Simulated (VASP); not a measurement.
# YHg (Pm-3m) in VASP: further runs

Runs on YHg. Level: LDA. Tasks: single point.

Everything below comes from runs of VASP 6.6.1. Logs are shortened: lines on timing, memory, paths and dates and some standing lists are left out, and cuts for length are marked.

## (1) The cell of the first run

It takes space group Pm-3m (No. 221, cubic). The conventional cell has a = 3.706 Å, b = 3.706 Å, c = 3.706 Å, α = 90.00°, β = 90.00°, γ = 90.00°. Y (site symmetry m-3m) has 8 Hg at 3.21 Å and 6 Y at 3.71 Å within 4.2 Å. Hg (site symmetry m-3m) has 8 Y at 3.21 Å and 6 Hg at 3.71 Å within 4.2 Å.

## (2) Single point, LDA (25.46 Å³/atom)

Contents of INCAR:

```
SYSTEM = YHg
ALGO = Normal
EDIFF = 1E-6
ENCUT = 520
ISIF = 2
ISMEAR = -1
LASPH = .True.
LCHARG = .False.
LREAL = .False.
LWAVE = .False.
NBANDS = 18
NELM = 100
PREC = Accurate
SIGMA = 0.08
```

Contents of KPOINTS:

```
k-points
0
Gamma
  11 11 11
  0 0 0
```

Contents of POSCAR:

```
YHg
1.0
    3.7063848166      0.0000000000      0.0000000000
    0.0000000000      3.7063848166      0.0000000000
    0.0000000000      0.0000000000      3.7063848166
Y Hg
1 1
Direct
    0.5000000000      0.5000000000      0.5000000000
    0.0000000000      0.0000000000      0.0000000000
```

Potentials or basis: VASP PAW LDA potentials, release 64 (Y_sv, Hg).

The run is started by

```
$ cat potpaw_LDA.64/Y_sv/POTCAR potpaw_LDA.64/Hg/POTCAR > POTCAR
$ mpirun -np 1 vasp_std > vasp.out
```

OUTCAR:

```text
SYSTEM = YHg
   EDIFF = 1E-6
   ENCUT = 520
   ISIF = 2
   ISMEAR = -1
   LASPH = .True.
   LREAL = .False.
   NELM = 100
   PREC = Accurate

 ion  position               nearest neighbor table
   1  0.500  0.500  0.500-   2 3.21   2 3.21   2 3.21   2 3.21   2 3.21   2 3.21   2 3.21   2 3.21

   2  0.000  0.000  0.000-   1 3.21   1 3.21   1 3.21   1 3.21   1 3.21   1 3.21   1 3.21   1 3.21

  LATTYP: Found a simple cubic cell.
 ALAT       =     3.7063848166

  Lattice vectors:

 A1 = (   3.7063848166,   0.0000000000,   0.0000000000)
 A2 = (   0.0000000000,   3.7063848166,   0.0000000000)
 A3 = (   0.0000000000,   0.0000000000,   3.7063848166)

Analysis of symmetry for initial positions (statically):
=====================================================================
 Subroutine PRICEL returns:
 Original cell was already a primitive cell.

 Routine SETGRP: Setting up the symmetry group for a
 simple cubic supercell.

 Subroutine GETGRP returns: Found 48 space group operations
 (whereof 48 operations were pure point group operations)
 out of a pool of 48 trial point group operations.

The static configuration has the point symmetry O_h .

Analysis of symmetry for dynamics (positions and initial velocities):
=====================================================================
 Subroutine PRICEL returns:
 Original cell was already a primitive cell.

 Routine SETGRP: Setting up the symmetry group for a
 simple cubic supercell.

 Subroutine GETGRP returns: Found 48 space group operations
 (whereof 48 operations were pure point group operations)
 out of a pool of 48 trial point group operations.

The dynamic configuration has the point symmetry O_h .

 Subroutine INISYM returns: Found 48 space group operations
 (whereof 48 operations are pure point group operations),
 and found     1 'primitive' translations

----------------------------------------------------------------------------------------

                                     Primitive cell

  volume of cell :      50.9157

  direct lattice vectors                    reciprocal lattice vectors
     3.706384817  0.000000000  0.000000000     0.269804688  0.000000000  0.000000000
     0.000000000  3.706384817  0.000000000     0.000000000  0.269804688  0.000000000
     0.000000000  0.000000000  3.706384817     0.000000000  0.000000000  0.269804688

  length of vectors
     3.706384817  3.706384817  3.706384817     0.269804688  0.269804688  0.269804688

[... 79 lines left out ...]
   NELM   =    100;   NELMIN=  2; NELMDL= -5     # of ELM steps
   EDIFF  = 0.1E-05   stopping-criterion for ELM
   LREAL  =      F    real-space projection
   EDIFFG = 0.1E-04   stopping-criterion for IOM
   NSW    =      0    number of steps for IOM
   IBRION =     -1    ionic relax: 0-MD 1-quasi-New 2-CG
   NFREE  =      0    steps in history (QN), initial steepest desc. (CG)
   ISIF   =      2    stress and relaxation
   ISYM   =      2    0-nonsym 1-usesym 2-fastsym
   POTIM  = 0.5000    time-step for ionic-motion
   TEBEG  =    0.0;   TEEND  =   0.0 temperature during run
   PSTRESS=    0.0 pullay stress
   NELECT =      23.0000    total number of electrons
   NUPDOWN=      -1.0000    fix difference up-down
   EMIN   =  10.00;   EMAX   =-10.00  energy-range for DOS
   EFERMI =   0.00;   METHOD = LEGACY
   ISMEAR =    -1;   SIGMA  =   0.08  broadening in eV -4-tet -1-fermi 0-gaus
   EFERMI_NEDOS =   21; number of points for ismear=-14 and -15
   IALGO  =     38    algorithm
   IMIX   =      4    mixing-type and parameters
     AMIX     =   0.40;   BMIX     =  1.00
     AMIX_MAG =   1.60;   BMIX_MAG =  1.00
  volume/ion in A,a.u.               =      25.46       171.80
  Fermi-wavevector in a.u.,A,eV,Ry     =   1.256127  2.373736 21.468026  1.577855
  Thomas-Fermi vector in A             =   2.389850
   LORBIT       =      0    0 simple, 1 ext, 2 COOP (PROOUT), +10 PAW based schemes
   GGA     = CA    functional components
   LHFCALC =     F    Hartree Fock is set to
   AEXX    =    0.0000 exact exchange contribution
   IVDW    =     0    specifies the selected vdW correction
   LEPSILON=     F    determine dielectric tensor
   LRPA    =     F    only Hartree local field effects (RPA)
 non-spin polarized calculation
  energy-cutoff  :      520.00
  volume of cell :       50.92
 maximum number of plane-waves:      1390
 NGX is ok and might be reduce to    28
   NGX = 13   NGY = 13   NGZ = 13

 number of electron      23.0000006 magnetization

 Free energy of the ion-electron system (eV)
  ---------------------------------------------------
  ext. energy  EPLUGINS =         0.00000000
  ---------------------------------------------------
  free energy    TOTEN  =        -9.18155732 eV

  energy without entropy =       -9.13650237  energy(sigma->0) =       -9.15902985

 E-fermi :   3.7064     XC(G=0): -10.7740

 val. band max:        3.6691128358   @ k =   0.1818   0.1818   0.0909
 cond. band min:       3.7115866947   @ k =   0.3636   0.2727   0.0000
 fundamental gap:      0.0424738589
 Fermi energy:         3.7064426754

 k-point     1 :       0.0000    0.0000    0.0000
  band No.  band energies     occupation
      1     -39.2615      2.00000
      2     -19.2648      2.00000
      3     -19.2648      2.00000
      4     -19.2648      2.00000
      5      -4.1912      2.00000
      6      -3.9952      2.00000
[... 481 lines left out ...]
      5      -3.8566      2.00000
      6      -3.7357      2.00000
[... 10 lines left out ...]
     17      10.0930      0.00000
     18      11.0281      0.00000

 [... further k-points ...]

------------------------ aborting loop because EDIFF is reached ----------------------------------------

  FORCE on cell =-STRESS in cart. coord.  units (eV):
  Direction    XX          YY          ZZ          XY          YZ          ZX
  --------------------------------------------------------------------------------------
  -------------------------------------------------------------------------------------
  Total       -1.4399300     -1.4399300     -1.4399300      0.0000000      0.0000000     -0.0000000
  in kB      -45.3106668    -45.3106668    -45.3106668      0.0000000      0.0000000     -0.0000000
  external PRESSURE =     -45.3106668 kB  Pullay stress =       0.0000000 kB

 VOLUME and BASIS-vectors are now :
 -----------------------------------------------------------------------------
  energy-cutoff  :      520.00
  volume of cell :       50.92
      direct lattice vectors                 reciprocal lattice vectors
     3.706384817  0.000000000  0.000000000     0.269804688  0.000000000  0.000000000
     0.000000000  3.706384817  0.000000000     0.000000000  0.269804688  0.000000000
     0.000000000  0.000000000  3.706384817     0.000000000  0.000000000  0.269804688

 POSITION                                       TOTAL-FORCE (eV/Angst)
 -----------------------------------------------------------------------------------
      1.85319      1.85319      1.85319         0.000000      0.000000      0.000000
      0.00000      0.00000      0.00000         0.000000      0.000000      0.000000
 -----------------------------------------------------------------------------------
    total drift:                                0.000000      0.000000      0.000000

  FREE ENERGIE OF THE ION-ELECTRON SYSTEM (eV)
  ---------------------------------------------------
  free  energy   TOTEN  =        -9.1815573191 eV

  energy  without entropy=       -9.1365023745  energy(sigma->0) =       -9.15902985
```

OSZICAR:

```text
N       E                     dE             d eps       ncg     rms          rms(c)
DAV:   1     0.136244487946E+03    0.13624E+03   -0.11688E+04  2032   0.122E+03
DAV:   2    -0.330448379988E+01   -0.13955E+03   -0.13515E+03  2188   0.308E+02
DAV:   3    -0.958036395752E+01   -0.62759E+01   -0.62211E+01  3122   0.540E+01
DAV:   4    -0.972080693937E+01   -0.14044E+00   -0.14001E+00  2426   0.580E+00
DAV:   5    -0.972338307825E+01   -0.25761E-02   -0.25751E-02  2512   0.635E-01    0.282E+01
DAV:   6    -0.927803533686E+01    0.44535E+00   -0.71522E-01  2242   0.725E+00    0.174E+01
DAV:   7    -0.919084817981E+01    0.87187E-01   -0.52897E-01  2304   0.430E+00    0.263E+00
DAV:   8    -0.918275728281E+01    0.80909E-02   -0.39029E-02  2212   0.137E+00    0.441E-01
DAV:   9    -0.918157197588E+01    0.11853E-02   -0.77437E-03  2484   0.614E-01    0.109E-01
DAV:  10    -0.918155780078E+01    0.14175E-04   -0.28900E-04  2288   0.989E-02    0.262E-02
DAV:  11    -0.918155713868E+01    0.66210E-06   -0.11670E-05  2400   0.256E-02    0.839E-03
DAV:  12    -0.918155731914E+01   -0.18045E-06   -0.92713E-07  1634   0.608E-03
   1 F= -.91815573E+01 E0= -.91590298E+01  d E =-.450549E-01
```

stdout:

```text
POSCAR found type information on POSCAR Y Hg
 POSCAR found :  2 types and       2 ions
 scaLAPACK will be used
 LDA part: xc-table for (Slater(with rela. corr.)+CA(PZ))
 , standard interpolation
 POSCAR, INCAR and KPOINTS ok, starting setup
 FFT: planning ... GRIDC
 FFT: planning ... GRID_SOFT
 FFT: planning ... GRID
 WAVECAR not read
 entering main loop
```

Wall time 34 s (1 thread of Intel Xeon 8259CL, shared host); peak memory 0.19 GiB.

What came out:

- Free energy: -9.1816 eV
- Pressure: -4.5 GPa
- Band gap on the k mesh: zero (an odd number of electrons rules out a gap without spin polarisation)

Caveat: the cell stands under tension; spin-orbit coupling is left out, which moves the levels of the heavy elements.

## (3) Single point, LDA (25.96 Å³/atom)

This run uses another cell than the first one, of 25.96 Å³/atom.

Contents of INCAR:

```
SYSTEM = YHg
PREC     = Accurate       ! precision mode
ENCUT    = 520            ! plane-wave cutoff, eV
EDIFF    = 1E-7           ! SCF threshold, eV
ISMEAR   = -1             ! smearing method
SIGMA    = 0.08           ! smearing width, eV
LREAL    = .False.        ! projectors in reciprocal space
LASPH    = .True.         ! aspherical terms in the spheres
NELM     = 100            ! most SCF steps
ALGO     = Normal         ! electronic algorithm
ISIF     = 2              ! what is computed and relaxed
LWAVE    = .False.        ! write WAVECAR
LCHARG   = .False.        ! write CHGCAR
NBANDS   = 18             ! bands
```

Contents of KPOINTS:

```
regular mesh
0
Gamma
  11 11 11
  0 0 0
```

Contents of POSCAR:

```
YHg
1.0
    3.7304529249      0.0000000000      0.0000000000
    0.0000000000      3.7304529249      0.0000000000
    0.0000000000      0.0000000000      3.7304529249
Y Hg
1 1
Direct
    0.5000000000      0.5000000000      0.5000000000
    0.0000000000      0.0000000000      0.0000000000
```

Potentials or basis: VASP PAW LDA potentials, release 64 (Y_sv, Hg).

The run is started by

```
$ cat potpaw_LDA.64/Y_sv/POTCAR potpaw_LDA.64/Hg/POTCAR > POTCAR
$ mpirun -np 1 vasp_std > vasp.out
```

It took 38 s on 1 thread of Intel Xeon 8259CL, shared host; peak memory 0.19 GiB.

Results (log left out):

| Property | Result |
| --- | --- |
| Free energy | -9.1502 eV |
| Pressure | -5.6 GPa |
| Band gap on the k mesh | zero (an odd number of electrons rules out a gap without spin polarisation) |

Levels at points of the mesh, in eV from the Fermi level:
| k point | band 8 | band 9 | band 10 | band 11 | band 12 | band 13 | band 14 | band 15 |
| --- | --- | --- | --- | --- | --- | --- | --- | --- |
| (0.00, 0.00, 0.00) | -7.11 | -7.11 | -7.11 | 0.24 | 0.24 | 3.62 | 3.62 | 3.62 |

Caveat: the cell stands under tension; spin-orbit coupling is left out, which moves the levels of the heavy elements.

## (4) Single point, LDA (26.46 Å³/atom)

This run uses another cell than the first one, of 26.46 Å³/atom.

Contents of INCAR:

```
ALGO     = Normal         # electronic algorithm
EDIFF    = 1E-6           # SCF threshold, eV
ENCUT    = 520            # plane-wave cutoff, eV
GGA      = CA             # functional
ISIF     = 2              # what is computed and relaxed
ISMEAR   = -1             # smearing method
LASPH    = True           # aspherical terms in the spheres
LCHARG   = True           # write CHGCAR
LELF     = True           # ELF
LREAL    = False          # projectors in reciprocal space
LVHAR    = True         
LWAVE    = False          # write WAVECAR
NBANDS   = 18             # bands
NELM     = 80             # most SCF steps
PREC     = Accurate       # precision mode
SIGMA    = 0.08           # smearing width, eV
```

Contents of KPOINTS:

```
k-points
0
Gamma
  11 11 11
```

Contents of POSCAR:

```
YHg
1.0
    3.7542144122      0.0000000000      0.0000000000
    0.0000000000      3.7542144122      0.0000000000
    0.0000000000      0.0000000000      3.7542144122
Y Hg
1 1
Direct
    0.5000000000      0.5000000000      0.5000000000
    0.0000000000      0.0000000000      0.0000000000
```

The run is started by

```
$ cat potpaw_LDA.64/Y_sv/POTCAR potpaw_LDA.64/Hg/POTCAR > POTCAR
$ mpirun -np 1 vasp_std > vasp.out
```

It took 34 s on 1 thread of Intel Xeon 8259CL, shared host; peak memory 0.2 GiB.

It converged, with:

```yaml
Free_energy: -9.1123 eV
Pressure: -6.6 GPa
Band_gap_on_the_k_mesh: zero (an odd number of electrons rules out a gap without spin polarisation)
```

Levels at points of the mesh, in eV from the Fermi level:
```tsv
k point	band 7	band 8	band 9	band 10	band 11	band 12	band 13	band 14	band 15	band 16
(0.00, 0.00, 0.00)	-7.56	-7.07	-7.07	-7.07	0.24	0.24	3.54	3.54	3.54	4.26
```

Caveat: the cell stands under tension; spin-orbit coupling is left out, which moves the levels of the heavy elements.

## (5) The runs side by side

| cell | gap on the mesh (eV) | pressure (GPa) |
| --- | --- | --- |
| a = 3.706 Å, 2 atoms | none | -4.5 |
| a = 3.730 Å, 2 atoms | none | -5.6 |
| a = 3.754 Å, 2 atoms | none | -6.6 |

Alike in all rows: task single point; level LDA; potentials or basis VASP PAW LDA potentials, release 64 (Y_sv, Hg); no spin polarisation; k mesh 11 × 11 × 11; cutoff (eV) 520; smearing fermi-dirac 0.08 eV.

Caveats: the cell stands under tension; spin-orbit coupling is left out, which moves the levels of the heavy elements.

Absolute energies hang on the potentials; compare differences alone.
